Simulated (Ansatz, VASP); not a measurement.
## Two plane-wave programs on BN

POSCAR

```
BN
1.0
    2.4676475277      0.0000000000      0.0000000000
   -1.2338237638      2.1370454466      0.0000000000
    0.0000000000      0.0000000000      4.3339772826
B N
2 2
Direct
    0.6666666667      0.3333333333      0.9997995909
    0.3333333333      0.6666666667      0.4997995909
    0.6666666667      0.3333333333      0.6252004091
    0.3333333333      0.6666666667      0.1252004091
```

INCAR.step1

```
PREC = Accurate
ENCUT = 1460
ISMEAR = 0
SIGMA = 0.05
LREAL = False
LASPH = True
NELM = 120
NBANDS = 16
GGA = PE
ALGO = Normal
EDIFF = 1E-5
LWAVE = True
LCHARG = False
GGA_COMPAT = False
```

File INCAR.step2:

```
PREC = Accurate
ENCUT = 1460
EDIFF = 1E-6
ISMEAR = 0
SIGMA = 0.05
LREAL = False
LASPH = True
NELM = 120
ALGO = Normal
ISIF = 2
LWAVE = False
LCHARG = True
METAGGA = R2SCAN
LMIXTAU = True
LELF = True
LVHAR = True
NBANDS = 16
ISTART = 1
GGA_COMPAT = False
```

KPOINTS

```
Automatic mesh
0
Gamma
  12 12 6
```

Input for Ansatz:

```yaml
crystal:
  lattice:
    - [2.4676475277, 0.0, 0.0]
    - [-1.2338237638, 2.1370454466, 0.0]
    - [0.0, 0.0, 4.3339772826]
  atoms:
    - { symbol: B, position: [0.6666666667, 0.3333333333, 0.9997995909] }
    - { symbol: B, position: [0.3333333333, 0.6666666667, 0.4997995909] }
    - { symbol: "N", position: [0.6666666667, 0.3333333333, 0.6252004091] }
    - { symbol: "N", position: [0.3333333333, 0.6666666667, 0.1252004091] }
basis:
  ecutwfc: 500
kpoints:
  mp_grid: { grid: [12, 12, 6] }
hamiltonian:
  xc: r2scan
scf:
  occupations: { method: gaussian, width: 0.05 }
output:
  forces: true
  stress: true
  eigenvalues: true
  write_density: true
  write_potential: true
  elf: true
  volumetric_format: npy
```

Change from the starting cell: strain -0.030 along x and y, +0.030 along z, atoms carried along.

Alike in both runs: task single point; functional r2SCAN; k mesh 12 × 12 × 6; occupations gaussian, width 0.05 eV; no spin polarisation.

|  | VASP | Ansatz |
| --- | --- | --- |
| version | VASP 6.6.1 | Ansatz 0.2.0 |
| potentials or method | VASP PAW PBE potentials, release 64 (B_h, N_h), cutoff 1460 eV | scalar-relativistic, plane waves, PAW |
| valence electrons in the cell | 16 | 16 |

|  | VASP | Ansatz | Ansatz less VASP |
| --- | --- | --- | --- |
| gap on the k mesh at the Fermi level (eV) | 5.45 | 5.46 | +0.015 |
| least direct gap on the mesh (eV) | 7.42 | 7.42 | +0.009 |
| pressure (GPa) | 14.2 | 14.8 | +0.52 |
| traceless stress, the component that is largest in VASP (GPa) | -41.88 | -41.84 | +0.038 |
| rms of the force components (eV/Å) | 0.034 | 0.035 | +0.0009 |

VASP's potentials were made for PBE, not for r2SCAN. Atom by atom the forces differ by 0.001 eV/Å (rms over components). The functional is the same, so the differences come from potentials, cutoffs and numerics.
